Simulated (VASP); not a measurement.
# LiB7 (P-6m2) in VASP: a series of runs, part 2 of 3

VASP 6.6.1. Earlier steps stand in the parts before.

### 3 Relaxation of cell and atoms, PBE

This run uses another cell than the first one, of 7.18 Å³/atom, 0.983 times its volume.

File INCAR:

```
SYSTEM = LiB7
  PREC = Accurate
  ENCUT = 600
  EDIFF = 1E-7
  ISMEAR = 0
  SIGMA = 0.1
  LREAL = .FALSE.
  LASPH = .TRUE.
  NELM = 100
  ALGO = Normal
  ISIF = 3
  LWAVE = .FALSE.
  LCHARG = .FALSE.
  GGA = PE
  IBRION = 2
  NSW = 100
  EDIFFG = -0.01
```

File KPOINTS:

```
Automatic mesh
0
G
  12 12 6
  0 0 0
```

File POSCAR:

```
LiB7
1.0
    2.9551534024      0.0000000000      0.0000000000
   -1.4775767012      2.5592379185      0.0000000000
    0.0000000000      0.0000000000      7.5956850124
Li B
1 7
Direct
    0.6666666667      0.3333333333      0.5000000000
    0.0000000000      0.0000000000      0.7341484225
    0.0000000000      0.0000000000      0.0000000000
    0.0000000000      0.0000000000      0.2658515775
    0.3333333333      0.6666666667      0.7047072824
    0.3333333333      0.6666666667      0.2952927176
    0.6666666667      0.3333333333      0.8932493402
    0.6666666667      0.3333333333      0.1067506598
```

Potentials or basis: VASP PAW PBE potentials, release 64 (Li_sv, B).

The run is started by

```bash
$ cat potpaw_PBE.64/Li_sv/POTCAR potpaw_PBE.64/B/POTCAR > POTCAR
$ mpirun -np 1 vasp_std > vasp.out
```

OUTCAR:

```text
SYSTEM = LiB7
   PREC = Accurate
   ENCUT = 600
   EDIFF = 1E-7
   ISMEAR = 0
   LREAL = .FALSE.
   LASPH = .TRUE.
   NELM = 100
   ISIF = 3
   GGA = PE
   IBRION = 2
   NSW = 100
   EDIFFG = -0.01

 ion  position               nearest neighbor table
   1  0.667  0.333  0.500-   5 2.31   6 2.31   5 2.31   6 2.31   5 2.31   6 2.31
   2  0.000  0.000  0.734-   5 1.72   5 1.72   5 1.72   3 2.02   7 2.09   7 2.09   7 2.09
   3  0.000  0.000  0.000-   7 1.89   8 1.89   7 1.89   8 1.89   7 1.89   8 1.89   2 2.02   4 2.02

   4  0.000  0.000  0.266-   6 1.72   6 1.72   6 1.72   3 2.02   8 2.09   8 2.09   8 2.09
   5  0.333  0.667  0.705-   2 1.72   2 1.72   2 1.72   1 2.31   1 2.31   1 2.31
   6  0.333  0.667  0.295-   4 1.72   4 1.72   4 1.72   1 2.31   1 2.31   1 2.31
   7  0.667  0.333  0.893-   8 1.62   3 1.89   3 1.89   3 1.89   2 2.09   2 2.09   2 2.09
   8  0.667  0.333  0.107-   7 1.62   3 1.89   3 1.89   3 1.89   4 2.09   4 2.09   4 2.09

  LATTYP: Found a hexagonal cell.
 ALAT       =     2.9551534024
 C/A-ratio  =     2.5703183484

  Lattice vectors:

 A1 = (   2.9551534024,   0.0000000000,   0.0000000000)
 A2 = (  -1.4775767012,   2.5592379185,   0.0000000000)
 A3 = (   0.0000000000,   0.0000000000,   7.5956850124)

Analysis of symmetry for initial positions (statically):
=====================================================================
 Subroutine PRICEL returns:
 Original cell was already a primitive cell.

 Routine SETGRP: Setting up the symmetry group for a
 hexagonal supercell.

 Subroutine GETGRP returns: Found 12 space group operations
 (whereof 12 operations were pure point group operations)
 out of a pool of 24 trial point group operations.

The static configuration has the point symmetry D_3h.

Analysis of symmetry for dynamics (positions and initial velocities):
=====================================================================
 Subroutine PRICEL returns:
 Original cell was already a primitive cell.

 Routine SETGRP: Setting up the symmetry group for a
 hexagonal supercell.

 Subroutine GETGRP returns: Found 12 space group operations
 (whereof 12 operations were pure point group operations)
 out of a pool of 24 trial point group operations.

The dynamic configuration has the point symmetry D_3h.

 Subroutine INISYM returns: Found 12 space group operations
 (whereof 12 operations are pure point group operations),
 and found     1 'primitive' translations

----------------------------------------------------------------------------------------

                                     Primitive cell

  volume of cell :      57.4457

  direct lattice vectors                    reciprocal lattice vectors
     2.955153402  0.000000000  0.000000000     0.338391909  0.195370660  0.000000000
    -1.477576701  2.559237919  0.000000000     0.000000000  0.390741319  0.000000000
     0.000000000  0.000000000  7.595685012     0.000000000  0.000000000  0.131653695

  length of vectors
     2.955153402  2.955153402  7.595685012     0.390741319  0.390741319  0.131653695

  position of ions in fractional coordinates (direct lattice)
     0.666666667  0.333333333  0.500000000
     0.000000000  0.000000000  0.734148422
     0.000000000  0.000000000  0.000000000
     0.000000000  0.000000000  0.265851578
     0.333333333  0.666666667  0.704707282
     0.333333333  0.666666667  0.295292718
     0.666666667  0.333333333  0.893249340
[... 77 lines left out ...]
   ICHARG =      2    charge: 1-file 2-atom 10-const
   ISPIN  =      1    spin polarized calculation?
   LNONCOLLINEAR =      F non collinear calculations
   LSORBIT =      F    spin-orbit coupling
   LASPH  =      T    aspherical Exc in radial PAW
   ENCUT  =  600.0 eV  44.10 Ry    6.64 a.u.   5.90  5.90 15.17*2*pi/ulx,y,z
   NELM   =    100;   NELMIN=  2; NELMDL= -5     # of ELM steps
   EDIFF  = 0.1E-06   stopping-criterion for ELM
   LREAL  =      F    real-space projection
   EDIFFG = -.1E-01   stopping-criterion for IOM
   NSW    =    100    number of steps for IOM
   IBRION =      2    ionic relax: 0-MD 1-quasi-New 2-CG
   NFREE  =      1    steps in history (QN), initial steepest desc. (CG)
   ISIF   =      3    stress and relaxation
   ISYM   =      2    0-nonsym 1-usesym 2-fastsym
   POTIM  = 0.5000    time-step for ionic-motion
   TEBEG  =    0.0;   TEEND  =   0.0 temperature during run
   PSTRESS=    0.0 pullay stress
   NELECT =      24.0000    total number of electrons
   NUPDOWN=      -1.0000    fix difference up-down
   EMIN   =  10.00;   EMAX   =-10.00  energy-range for DOS
   EFERMI =   0.00;   METHOD = LEGACY
   ISMEAR =     0;   SIGMA  =   0.10  broadening in eV -4-tet -1-fermi 0-gaus
   EFERMI_NEDOS =   21; number of points for ismear=-14 and -15
   IALGO  =     38    algorithm
   IMIX   =      4    mixing-type and parameters
     AMIX     =   0.40;   BMIX     =  1.00
     AMIX_MAG =   1.60;   BMIX_MAG =  1.00
  volume/ion in A,a.u.               =       7.18        48.46
  Fermi-wavevector in a.u.,A,eV,Ry     =   1.223844  2.312730 20.378723  1.497794
  Thomas-Fermi vector in A             =   2.358940
   LORBIT       =      0    0 simple, 1 ext, 2 COOP (PROOUT), +10 PAW based schemes
   GGA     = PE    functional components
   LHFCALC =     F    Hartree Fock is set to
   AEXX    =    0.0000 exact exchange contribution
   IVDW    =     0    specifies the selected vdW correction
   LEPSILON=     F    determine dielectric tensor
   LRPA    =     F    only Hartree local field effects (RPA)
 conjugate gradient relaxation of ions
 non-spin polarized calculation
 Gauss-broadening in eV      SIGMA  =   0.10
  energy-cutoff  :      600.00
  volume of cell :       57.45
 maximum number of plane-waves:      1948
 NGX is ok and might be reduce to    24
   NGX = 11   NGY = 11   NGZ = 31

--------------------------------------- Ionic step        1  -------------------------------------------

 number of electron      24.0000002 magnetization

 Free energy of the ion-electron system (eV)
  ---------------------------------------------------
  ext. energy  EPLUGINS =         0.00000000
  ---------------------------------------------------
  free energy    TOTEN  =       -44.83909791 eV

  energy without entropy =      -44.82846712  energy(sigma->0) =      -44.83378251

------------------------ aborting loop because EDIFF is reached ----------------------------------------

  FORCE on cell =-STRESS in cart. coord.  units (eV):
  Direction    XX          YY          ZZ          XY          YZ          ZX
  --------------------------------------------------------------------------------------
  -------------------------------------------------------------------------------------
  Total       -0.5756596     -0.5756596      1.2532739      0.0000000     -0.0000000     -0.0000000
  in kB      -16.0553109    -16.0553109     34.9541647      0.0000000     -0.0000000     -0.0000000
  external PRESSURE =       0.9478476 kB  Pullay stress =       0.0000000 kB
[... 107 lines left out ...]
  FREE ENERGIE OF THE ION-ELECTRON SYSTEM (eV)
  ---------------------------------------------------
  free  energy   TOTEN  =       -44.8495438125 eV

  energy  without entropy=      -44.8414476162  energy(sigma->0) =      -44.84549571

[... ionic steps 4 to 12 ...]

--------------------------------------- Ionic step       13  -------------------------------------------

 number of electron      23.9999999 magnetization

------------------------ aborting loop because EDIFF is reached ----------------------------------------
[... 79 lines left out ...]
--------------------------------------- Ionic step       15  -------------------------------------------

 number of electron      23.9999999 magnetization

 Free energy of the ion-electron system (eV)
  ---------------------------------------------------
  ext. energy  EPLUGINS =         0.00000000
  ---------------------------------------------------
  free energy    TOTEN  =       -44.85666529 eV

  energy without entropy =      -44.84859559  energy(sigma->0) =      -44.85263044

 E-fermi :   6.5870     XC(G=0): -11.5014

 val. band max:        6.5820730969   @ k =   0.0833   0.0833   0.0000
 cond. band min:       6.5874154928   @ k =   0.0833  -0.0000   0.1667
 fundamental gap:      0.0053423960
 Fermi energy:         6.5869790466

 k-point     1 :       0.0000    0.0000    0.0000
  band No.  band energies     occupation
      1     -38.9454      2.00000
      2      -9.9721      2.00000
      3      -7.7861      2.00000
      4      -5.0495      2.00000
      5      -0.4392      2.00000
      6       1.1632      2.00000
[... 457 lines left out ...]
      4      -3.3821      2.00000
      5      -1.8942      2.00000
      6      -0.0627      2.00000
[... 9 lines left out ...]
     16      10.0583      0.00000
     17      11.7969      0.00000

 [... further k-points ...]
[... 5 lines left out ...]
  --------------------------------------------------------------------------------------
  -------------------------------------------------------------------------------------
  Total       -0.0174276     -0.0174276     -0.0177663      0.0000000      0.0000000     -0.0000000
  in kB       -0.4778061     -0.4778061     -0.4870931      0.0000000      0.0000000     -0.0000000
  external PRESSURE =      -0.4809018 kB  Pullay stress =       0.0000000 kB
[... 23 lines left out ...]
  FREE ENERGIE OF THE ION-ELECTRON SYSTEM (eV)
  ---------------------------------------------------
  free  energy   TOTEN  =       -44.8566652922 eV

  energy  without entropy=      -44.8485955871  energy(sigma->0) =      -44.85263044

 reached required accuracy - stopping structural energy minimisation
```

Run time: 4.7 min. Hardware: 1 thread of AMD EPYC 9R45 (Zen 5), shared host; peak memory 0.2 GiB.

What came out:

| Item | Value |
| --- | --- |
| Free energy | -44.8567 eV |
| Relaxed volume | 7.30 Å³/atom |
| Relaxed cell | a = 2.944 Å, b = 2.944 Å, c = 7.787 Å, α = 90.00°, β = 90.00°, γ = 120.00° |
| Space group after relaxing (to 0.05 Å) | P-6m2 (No. 187) |
| Energy gained by relaxing | 2.2 meV/atom |
| Ionic steps | 15 |
| Pressure after relaxing | 0.0 GPa |
| Largest force after relaxing | 0.007 eV/Å |
| Band gap on the k mesh | zero (band 12 reaches 6.96 eV, above the bottom of band 13 at 5.81 eV) |

Forces in eV/Å, atoms in the order of the input:
```
Li   0.000  0.000  0.000
B    0.000  0.000  0.007
B    0.000  0.000  0.000
B    0.000  0.000 -0.007
B    0.000  0.000 -0.003
B    0.000  0.000  0.003
B    0.000  0.000 -0.005
B    0.000  0.000  0.005
```

Step by step:
| step | energy change (eV) | largest force (eV/Å) | pressure (GPa) | volume (Å³) |
| --- | --- | --- | --- | --- |
| 1 | 0.0000 | 0.1007 | 0.09 | 57.45 |
| 2 | -0.0097 | 0.1544 | 0.57 | 57.48 |
| 3 | -0.0104 | 0.1812 | 0.75 | 57.49 |
| 4 | -0.0126 | 0.1179 | 0.42 | 57.80 |
| 5 | -0.0127 | 0.1089 | 0.47 | 57.75 |
| 6 | -0.0142 | 0.1011 | -0.31 | 58.05 |
| 7 | -0.0144 | 0.0971 | -0.73 | 58.23 |
| 8 | -0.0157 | 0.0714 | -0.55 | 58.26 |
| 9 | -0.0173 | 0.0217 | -0.10 | 58.33 |
| 10 | -0.0175 | 0.0204 | 0.08 | 58.35 |
| 11 | -0.0175 | 0.0202 | 0.10 | 58.36 |
| 12 | -0.0175 | 0.0179 | 0.00 | 58.40 |
| 13 | -0.0175 | 0.0200 | -0.01 | 58.40 |
| 14 | -0.0176 | 0.0101 | -0.04 | 58.43 |
| 15 | -0.0176 | 0.0074 | -0.05 | 58.44 |

Final structure:
```
CELL_PARAMETERS angstrom
2.94372 0.00000 0.00000
-1.47186 2.54934 0.00000
0.00000 0.00000 7.78702
ATOMIC_POSITIONS crystal
Li 0.66667 0.33333 0.50000
B 0.00000 0.00000 0.73561
B 0.00000 0.00000 0.00000
B 0.00000 0.00000 0.26439
B 0.33333 0.66667 0.70902
B 0.33333 0.66667 0.29098
B 0.66667 0.33333 0.89595
B 0.66667 0.33333 0.10405
```

Caveat: the cutoff is under 1.25 times the usual one of these potentials, so pressure, stress and relaxed cells hold a basis-set (Pulay) error.

### 4 Single point, PBE

This run uses another cell than the first one, of 9.65 Å³/atom, 1.321 times its volume.

File INCAR:

```
  PREC = Accurate
  ENCUT = 520
  EDIFF = 1E-6
  ISMEAR = 0
  SIGMA = 0.1
  LREAL = False
  LASPH = True
  NELM = 100
  ALGO = Normal
  ISIF = 2
  LWAVE = False
  LCHARG = False
  GGA = PE
  NBANDS = 22
```

File KPOINTS:

```
regular mesh
0
Gamma
  6 6 4
```

File POSCAR:

```
LiB7
1.0
    3.6465191700      0.0000000000      0.0000000000
   -1.8232595800      3.1579782400      0.0000000000
    0.0000000000      0.0000000000      6.7059487500
Li B
1 7
Direct
    0.6666666700      0.3333333300      0.5000000000
    0.0000000000      0.0000000000      0.6666666700
    0.0000000000      0.0000000000      0.0000000000
    0.0000000000      0.0000000000      0.3333333300
    0.3333333300      0.6666666700      0.8333333300
    0.3333333300      0.6666666700      0.1666666700
    0.6666666700      0.3333333300      0.8333333300
    0.6666666700      0.3333333300      0.1666666700
```

Potentials or basis: VASP PAW PBE potentials, release 64 (Li_sv, B).

The run is started by

```bash
$ cat potpaw_PBE.64/Li_sv/POTCAR potpaw_PBE.64/B/POTCAR > POTCAR
$ mpirun -np 1 vasp_std > vasp.out
```

OUTCAR:

```text
PREC = Accurate
   ENCUT = 520
   EDIFF = 1E-6
   ISMEAR = 0
   LREAL = False
   LASPH = True
   NELM = 100
   ISIF = 2
   GGA = PE

 ion  position               nearest neighbor table
   1  0.667  0.333  0.500-   7 2.24   8 2.24   2 2.38   4 2.38   2 2.38   4 2.38   2 2.38   4 2.38

   2  0.000  0.000  0.667-   1 2.38   1 2.38   1 2.38
   3  0.000  0.000  0.000-
   4  0.000  0.000  0.333-   1 2.38   1 2.38   1 2.38
   5  0.333  0.667  0.833-   7 2.11   7 2.11   7 2.11
   6  0.333  0.667  0.167-   8 2.11   8 2.11   8 2.11
   7  0.667  0.333  0.833-   5 2.11   5 2.11   5 2.11   1 2.24
   8  0.667  0.333  0.167-   6 2.11   6 2.11   6 2.11   1 2.24

  LATTYP: Found a hexagonal cell.
 ALAT       =     3.6465191700
 C/A-ratio  =     1.8389999990

  Lattice vectors:

 A1 = (   3.6465191700,   0.0000000000,   0.0000000000)
 A2 = (  -1.8232595800,   3.1579782400,   0.0000000000)
 A3 = (   0.0000000000,   0.0000000000,   6.7059487500)

[... 184 lines left out ...]

 val. band max:        4.8829617033   @ k =   0.1667   0.0000   0.0000
 cond. band min:       4.9544058308   @ k =   0.1667   0.0000   0.2500
 fundamental gap:      0.0714441275
 Fermi energy:         4.8862153679

 k-point     1 :       0.0000    0.0000    0.0000
  band No.  band energies     occupation
      1     -41.0598      2.00000
      2      -9.1437      2.00000
      3      -6.5542      2.00000
      4      -3.8604      2.00000
      5       2.0973      2.00000
      6       2.3935      2.00000
[... 514 lines left out ...]
     21      10.8040      0.00000
     22      10.8268      0.00000

------------------------ aborting loop because EDIFF is reached ----------------------------------------

  FORCE on cell =-STRESS in cart. coord.  units (eV):
  Direction    XX          YY          ZZ          XY          YZ          ZX
  --------------------------------------------------------------------------------------
  -------------------------------------------------------------------------------------
  Total      -13.7983230    -13.7983231    -14.6204824     -0.0000000     -0.0000000      0.0000000
  in kB     -286.2786931   -286.2786938   -303.3363248     -0.0000005     -0.0000000      0.0000000
  external PRESSURE =    -291.9645706 kB  Pullay stress =       0.0000000 kB

 VOLUME and BASIS-vectors are now :
 -----------------------------------------------------------------------------
  energy-cutoff  :      520.00
  volume of cell :       77.22
      direct lattice vectors                 reciprocal lattice vectors
     3.646519170  0.000000000  0.000000000     0.274234127  0.158329146  0.000000000
    -1.823259580  3.157978240  0.000000000     0.000000000  0.316658293  0.000000000
     0.000000000  0.000000000  6.705948750     0.000000000  0.000000000  0.149121331

 POSITION                                       TOTAL-FORCE (eV/Angst)
 -----------------------------------------------------------------------------------
      1.82326      1.05266      3.35297         0.000000     -0.000000      0.000000
      0.00000      0.00000      4.47063         0.000000     -0.000000      1.679163
      0.00000      0.00000      0.00000         0.000000     -0.000000      0.000000
      0.00000      0.00000      2.23532         0.000000     -0.000000     -1.679163
     -0.00000      2.10532      5.58829        -0.000000      0.000000      0.023101
     -0.00000      2.10532      1.11766        -0.000000     -0.000000     -0.023101
      1.82326      1.05266      5.58829        -0.000000     -0.000000      0.656692
      1.82326      1.05266      1.11766        -0.000000      0.000000     -0.656692
 -----------------------------------------------------------------------------------
    total drift:                               -0.000006      0.000004     -0.000000

  FREE ENERGIE OF THE ION-ELECTRON SYSTEM (eV)
  ---------------------------------------------------
  free  energy   TOTEN  =       -35.4535994140 eV

  energy  without entropy=      -35.4427164938  energy(sigma->0) =      -35.44815795
```

Wall time 22 s (1 thread of AMD EPYC 9R45 (Zen 5), shared host); peak memory 0.15 GiB.

What came out:

* Free energy: -35.4536 eV
* Largest force: 1.679 eV/Å
* Band gap on the k mesh: zero (band 12 reaches 5.84 eV, above the bottom of band 13 at 4.23 eV)

Forces in eV/Å, atoms in the order of the input:
```
Li   0.000  0.000  0.000
B    0.000  0.000  1.679
B    0.000  0.000  0.000
B    0.000  0.000 -1.679
B    0.000  0.000  0.023
B    0.000  0.000 -0.023
B    0.000  0.000  0.657
B    0.000  0.000 -0.657
```

Caveat: the cutoff is under 1.25 times the usual one of these potentials, so pressure, stress and relaxed cells hold a basis-set (Pulay) error; forces of over 1 eV/Å act on the atoms, so gaps and moduli don't describe the material at rest.

(Part 2 of 3 ends here.)
